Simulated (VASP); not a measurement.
A run of VASP 6.6.1:

INCAR

```
  PREC = Accurate
  ENCUT = 500
  EDIFF = 1E-7
  ISMEAR = 0
  SIGMA = 0.05
  LREAL = False
  LASPH = True
  NELM = 120
  ALGO = Normal
  ISIF = 8
  LWAVE = False
  LCHARG = False
  GGA = CA
  IBRION = 2
  NSW = 50
  EDIFFG = -0.01
  GGA_COMPAT = False
  NELMIN = 4
```

The input KPOINTS:

```
Automatic mesh
0
Gamma
  9 9 9
```

POSCAR

```
Ag
1.0
    0.0000000000      2.0427500000      2.0427500000
    2.0427500000      0.0000000000      2.0427500000
    2.0427500000      2.0427500000      0.0000000000
Ag
1
Direct
    0.0000000000      0.0000000000      0.0000000000
```

Potentials or basis: VASP PAW LDA potentials, release 64 (Ag).

Run with:

```console
$ cat potpaw_LDA.64/Ag/POTCAR > POTCAR
$ mpirun -np 1 vasp_std > vasp.out
```

Hardware: 1 thread of Intel(R) Xeon(R) 6975P-C (Granite Rapids), with other jobs on the host.

How long does it take, and how much memory?

It took 10 s on 1 thread of Intel(R) Xeon(R) 6975P-C (Granite Rapids) (shared host), peak memory 0.13 GiB. Counts: scf iterations 26, k points 35, ion steps 3.
